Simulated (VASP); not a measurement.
# HfN (ae) (Fm-3m) in VASP: single point with PBEsol

Aim: the single point of HfN (ae) with PBEsol.

All numbers are computed with VASP 6.6.1; they aren't measurements. Logs are shortened: lines on timing, memory, paths and dates and some standing lists are left out, and cuts for length are marked.

### Step 1. The cell of the first run

It takes space group Fm-3m (No. 225, cubic). The conventional cell has a = 4.502 Å, b = 4.502 Å, c = 4.502 Å, α = 90.00°, β = 90.00°, γ = 90.00°. Hf (site symmetry m-3m) has 6 N at 2.25 Å within 3.0 Å. Within 3.0 Å of N (site symmetry m-3m) lie 6 Hf at 2.25 Å.

### Step 2. Single point, PBEsol

INCAR reads:

```
  ALGO = Normal
  EDIFF = 1E-6
  ENCUT = 600
  GGA = PS
  GGA_COMPAT = False
  ISIF = 2
  ISMEAR = 0
  LASPH = True
  LCHARG = False
  LREAL = False
  LWAVE = False
  NBANDS = 14
  NELM = 120
  PREC = Accurate
  SIGMA = 0.1
```

KPOINTS reads:

```
k-points
0
Gamma
  16 16 16
```

POSCAR reads:

```
HfN
1.0
    0.0000000000      2.2507733547      2.2507733547
    2.2507733547      0.0000000000      2.2507733547
    2.2507733547      2.2507733547      0.0000000000
Hf N
1 1
Direct
    0.0000000000      0.0000000000      0.0000000000
    0.5000000000      0.5000000000      0.5000000000
```

Potentials or basis: VASP PAW PBE potentials, release 64 (Hf_pv, N).

Command:

```bash
cat potpaw_PBE.64/Hf_pv/POTCAR potpaw_PBE.64/N/POTCAR > POTCAR
mpirun -np 1 vasp_std > vasp.out
```

OUTCAR:

```text
EDIFF = 1E-6
   ENCUT = 600
   GGA = PS
   ISIF = 2
   ISMEAR = 0
   LASPH = True
   LREAL = False
   NELM = 120
   PREC = Accurate

 ion  position               nearest neighbor table
   1  0.000  0.000  0.000-   2 2.25   2 2.25   2 2.25   2 2.25   2 2.25   2 2.25
   2  0.500  0.500  0.500-   1 2.25   1 2.25   1 2.25   1 2.25   1 2.25   1 2.25

  LATTYP: Found a face centered cubic cell.
 ALAT       =     4.5015467094

  Lattice vectors:

 A1 = (   0.0000000000,   2.2507733547,   2.2507733547)
 A2 = (   2.2507733547,   0.0000000000,   2.2507733547)
 A3 = (   2.2507733547,   2.2507733547,   0.0000000000)

Analysis of symmetry for initial positions (statically):
=====================================================================
 Subroutine PRICEL returns:
 Original cell was already a primitive cell.

 Routine SETGRP: Setting up the symmetry group for a
 face centered cubic supercell.

 Subroutine GETGRP returns: Found 48 space group operations
 (whereof 48 operations were pure point group operations)
 out of a pool of 48 trial point group operations.

The static configuration has the point symmetry O_h .

Analysis of symmetry for dynamics (positions and initial velocities):
=====================================================================
 Subroutine PRICEL returns:
 Original cell was already a primitive cell.

 Routine SETGRP: Setting up the symmetry group for a
 face centered cubic supercell.

 Subroutine GETGRP returns: Found 48 space group operations
 (whereof 48 operations were pure point group operations)
 out of a pool of 48 trial point group operations.

The dynamic configuration has the point symmetry O_h .

 Subroutine INISYM returns: Found 48 space group operations
 (whereof 48 operations are pure point group operations),
 and found     1 'primitive' translations

----------------------------------------------------------------------------------------

                                     Primitive cell

  volume of cell :      22.8047

  direct lattice vectors                    reciprocal lattice vectors
     0.000000000  2.250773355  2.250773355    -0.222145868  0.222145868  0.222145868
     2.250773355  0.000000000  2.250773355     0.222145868 -0.222145868  0.222145868
     2.250773355  2.250773355  0.000000000     0.222145868  0.222145868 -0.222145868

  length of vectors
     3.183074204  3.183074204  3.183074204     0.384767930  0.384767930  0.384767930

  position of ions in fractional coordinates (direct lattice)
     0.000000000  0.000000000  0.000000000
     0.500000000  0.500000000  0.500000000

  ion indices of the primitive-cell ions
   primitive index   ion index
                 1           1
                 2           2

----------------------------------------------------------------------------------------

 KPOINTS: k-points

Automatic generation of k-mesh.
 Grid dimensions read from file:
 generate k-points for:   16   16   16

 Generating k-lattice:

  Cartesian coordinates                     Fractional coordinates (reciprocal lattice)
    -0.013884117  0.013884117  0.013884117     0.062500000  0.000000000  0.000000000
     0.013884117 -0.013884117  0.013884117     0.000000000  0.062500000  0.000000000
     0.013884117  0.013884117 -0.013884117     0.000000000  0.000000000  0.062500000

  Length of vectors
     0.024047996  0.024047996  0.024047996

  Shift w.r.t. Gamma in fractional coordinates (k-lattice)
     0.000000000  0.000000000  0.000000000

 Subroutine IBZKPT returns following result:
 ===========================================

 Found    145 irreducible k-points:

 Following reciprocal coordinates:
            Coordinates               Weight
  0.000000  0.000000  0.000000      1.000000
  0.062500  0.000000  0.000000      8.000000
  0.125000  0.000000  0.000000      8.000000
  0.187500  0.000000  0.000000      8.000000
  0.250000  0.000000  0.000000      8.000000
  0.312500  0.000000  0.000000      8.000000
[... 16 lines left out ...]
 -0.125000  0.062500  0.000000     24.000000
 -0.062500  0.062500  0.000000     12.000000
 [... further k-points ...]
   k-points           NKPTS =    145   k-points in BZ     NKDIM =    145   number of bands    NBANDS=     14
   number of dos      NEDOS =    301   number of ions     NIONS =      2
   total plane-waves  NPLWV =  21952
   dimension x,y,z NGX =    28 NGY =   28 NGZ =   28
   dimension x,y,z NGXF=    56 NGYF=   56 NGZF=   56
   ions per type =               1   1
   NGX,Y,Z   is equivalent  to a cutoff of  14.62, 14.62, 14.62 a.u.
   NGXF,Y,Z  is equivalent  to a cutoff of  29.25, 29.25, 29.25 a.u.
 SYSTEM =  unknown system
   PREC   = accura    normal or accurate (medium, high low for compatibility)
   ISTART =      0    job   : 0-new  1-cont  2-samecut
   ICHARG =      2    charge: 1-file 2-atom 10-const
   ISPIN  =      1    spin polarized calculation?
   LNONCOLLINEAR =      F non collinear calculations
   LSORBIT =      F    spin-orbit coupling
   LASPH  =      T    aspherical Exc in radial PAW
   ENCUT  =  600.0 eV  44.10 Ry    6.64 a.u.   6.36  6.36  6.36*2*pi/ulx,y,z
   NELM   =    120;   NELMIN=  2; NELMDL= -5     # of ELM steps
   EDIFF  = 0.1E-05   stopping-criterion for ELM
   LREAL  =      F    real-space projection
   EDIFFG = 0.1E-04   stopping-criterion for IOM
   NSW    =      0    number of steps for IOM
   IBRION =     -1    ionic relax: 0-MD 1-quasi-New 2-CG
   NFREE  =      0    steps in history (QN), initial steepest desc. (CG)
   ISIF   =      2    stress and relaxation
   ISYM   =      2    0-nonsym 1-usesym 2-fastsym
   POTIM  = 0.5000    time-step for ionic-motion
   TEBEG  =    0.0;   TEEND  =   0.0 temperature during run
   PSTRESS=    0.0 pullay stress
   NELECT =      15.0000    total number of electrons
   NUPDOWN=      -1.0000    fix difference up-down
   EMIN   =  10.00;   EMAX   =-10.00  energy-range for DOS
   EFERMI =   0.00;   METHOD = LEGACY
   ISMEAR =     0;   SIGMA  =   0.10  broadening in eV -4-tet -1-fermi 0-gaus
   EFERMI_NEDOS =   21; number of points for ismear=-14 and -15
   IALGO  =     38    algorithm
   IMIX   =      4    mixing-type and parameters
     AMIX     =   0.40;   BMIX     =  1.00
     AMIX_MAG =   1.60;   BMIX_MAG =  1.00
  volume/ion in A,a.u.               =      11.40        76.95
  Fermi-wavevector in a.u.,A,eV,Ry     =   1.423738  2.690475 27.579426  2.027031
  Thomas-Fermi vector in A             =   2.544304
   LORBIT       =      0    0 simple, 1 ext, 2 COOP (PROOUT), +10 PAW based schemes
   GGA     = PS    functional components
   LHFCALC =     F    Hartree Fock is set to
   AEXX    =    0.0000 exact exchange contribution
   IVDW    =     0    specifies the selected vdW correction
   LEPSILON=     F    determine dielectric tensor
   LRPA    =     F    only Hartree local field effects (RPA)
 non-spin polarized calculation
 Gauss-broadening in eV      SIGMA  =   0.10
  energy-cutoff  :      600.00
  volume of cell :       22.80
 maximum number of plane-waves:       778
 NGX is ok and might be reduce to    28
   NGX = 13   NGY = 13   NGZ = 13

 number of electron      15.0000002 magnetization

 Free energy of the ion-electron system (eV)
  ---------------------------------------------------
  ext. energy  EPLUGINS =         0.00000000
  ---------------------------------------------------
  free energy    TOTEN  =       -22.99690412 eV

  energy without entropy =      -22.99395147  energy(sigma->0) =      -22.99542779

 E-fermi :   8.2880     XC(G=0): -12.9513

 val. band max:        8.2754894109   @ k =  -0.4375   0.3125   0.1250
 cond. band min:       8.2887615068   @ k =  -0.1250   0.0625   0.0000
 fundamental gap:      0.0132720959
 Fermi energy:         8.2879819072

 k-point     1 :       0.0000    0.0000    0.0000
  band No.  band energies     occupation
      1     -22.7216      2.00000
      2     -22.7216      2.00000
      3     -22.7216      2.00000
      4      -9.2074      2.00000
      5       5.3004      2.00000
      6       5.3004      2.00000
      7       5.3004      2.00000
      8       7.9184      2.00000
      9       7.9184      2.00000
     10       7.9184      2.00000
     11      10.2137      0.00000
     12      10.2660      0.00000
     13      10.2660      0.00000
     14      17.8610      0.00000

 k-point     2 :       0.0625    0.0000    0.0000
  band No.  band energies     occupation
      1     -22.7643      2.00000
      2     -22.7251      2.00000
      3     -22.7251      2.00000
      4      -9.1132      2.00000
      5       4.8856      2.00000
      6       5.0563      2.00000
      7       5.0563      2.00000
      8       8.0373      1.99961
      9       8.0568      1.99892
     10       8.0568      1.99892
     11      10.5061      0.00000
     12      10.5801      0.00000
     13      10.5801      0.00000
     14      18.1744      0.00000

 k-point     3 :       0.1250    0.0000    0.0000
  band No.  band energies     occupation
      1     -22.8837      2.00000
      2     -22.7350      2.00000
      3     -22.7350      2.00000
      4      -8.8430      2.00000
      5       3.9595      2.00000
      6       4.4939      2.00000
      7       4.4939      2.00000
      8       8.2403      1.49986
      9       8.4189      0.06401
     10       8.4189      0.06401
     11      11.2494      0.00000
     12      11.3949      0.00000
     13      11.3949      0.00000
     14      19.0460      0.00000

 k-point     4 :       0.1875    0.0000    0.0000
  band No.  band energies     occupation
      1     -23.0567      2.00000
      2     -22.7499      2.00000
      3     -22.7499      2.00000
      4      -8.4300      2.00000
      5       2.8837      2.00000
      6       3.8488      2.00000
      7       3.8488      2.00000
      8       8.4898      0.00432
      9       8.9549      0.00000
     10       8.9549      0.00000
     11      12.1788      0.00000
     12      12.4899      0.00000
     13      12.4899      0.00000
     14      20.2596      0.00000

 k-point     5 :       0.2500    0.0000    0.0000
  band No.  band energies     occupation
      1     -23.2528      2.00000
      2     -22.7672      2.00000
      3     -22.7672      2.00000
      4      -7.9229      2.00000
      5       1.8214      2.00000
      6       3.2463      2.00000
      7       3.2463      2.00000
      8       8.8646      0.00000
      9       9.6376      0.00000
     10       9.6376      0.00000
     11      13.0674      0.00000
[... 276 lines left out ...]
 k-point    22 :      -0.1875    0.0625    0.0000
  band No.  band energies     occupation
      1     -23.1281      2.00000
      2     -22.7943      2.00000
      3     -22.7423      2.00000
      4      -8.2171      2.00000
      5       2.3697      2.00000
      6       3.4123      2.00000
      7       3.8612      2.00000
      8       8.5322      0.00055
      9       8.8941      0.00000
     10       9.8207      0.00000
     11      11.7325      0.00000
     12      13.1695      0.00000
     13      13.5648      0.00000
     14      20.5963      0.00000

 k-point    23 :      -0.1250    0.0625    0.0000
  band No.  band energies     occupation
      1     -22.9528      2.00000
      2     -22.7713      2.00000
      3     -22.7295      2.00000
      4      -8.6509      2.00000
      5       3.3546      2.00000
      6       4.0137      2.00000
      7       4.4623      2.00000
      8       8.2888      0.99120
      9       8.3909      0.14553
     10       9.1311      0.00000
     11      10.8543      0.00000
     12      12.1673      0.00000
     13      12.3772      0.00000
     14      19.6596      0.00000

 k-point    24 :      -0.0625    0.0625    0.0000
  band No.  band energies     occupation
      1     -22.8234      2.00000
      2     -22.7470      2.00000
      3     -22.7235      2.00000
      4      -8.9625      2.00000
      5       4.2634      2.00000
      6       4.6154      2.00000
      7       4.9361      2.00000
      8       8.0943      1.99384
      9       8.0955      1.99352
     10       8.5483      0.00023
     11      10.4029      0.00000
     12      11.2244      0.00000
     13      11.3301      0.00000
     14      18.6713      0.00000

 [... further k-points ...]
[... 5 lines left out ...]
  --------------------------------------------------------------------------------------
  -------------------------------------------------------------------------------------
  Total       -0.3263650     -0.3263650     -0.3263650      0.0000000      0.0000000      0.0000000
  in kB      -22.9292009    -22.9292009    -22.9292009      0.0000000      0.0000000      0.0000000
  external PRESSURE =     -22.9292009 kB  Pullay stress =       0.0000000 kB

 VOLUME and BASIS-vectors are now :
 -----------------------------------------------------------------------------
  energy-cutoff  :      600.00
  volume of cell :       22.80
      direct lattice vectors                 reciprocal lattice vectors
     0.000000000  2.250773355  2.250773355    -0.222145868  0.222145868  0.222145868
     2.250773355  0.000000000  2.250773355     0.222145868 -0.222145868  0.222145868
     2.250773355  2.250773355  0.000000000     0.222145868  0.222145868 -0.222145868

 POSITION                                       TOTAL-FORCE (eV/Angst)
 -----------------------------------------------------------------------------------
      0.00000      0.00000      0.00000         0.000000      0.000000     -0.000000
      2.25077      2.25077      2.25077         0.000000     -0.000000      0.000000
 -----------------------------------------------------------------------------------
    total drift:                                0.000000      0.000000      0.000000

  FREE ENERGIE OF THE ION-ELECTRON SYSTEM (eV)
  ---------------------------------------------------
  free  energy   TOTEN  =       -22.9969041171 eV

  energy  without entropy=      -22.9939514678  energy(sigma->0) =      -22.99542779
```

Run time: 43 s. Hardware: 1 thread of Intel Xeon Platinum 8488C (Sapphire Rapids), shared host; peak memory 0.2 GiB.

Results:

```
Free energy : -22.9969 eV
Pressure    : -2.3 GPa
```

Caveat: the PAW data sets were made with another functional, which shifts forces and pressure a little; spin-orbit coupling is left out, which moves the levels of the heavy elements.
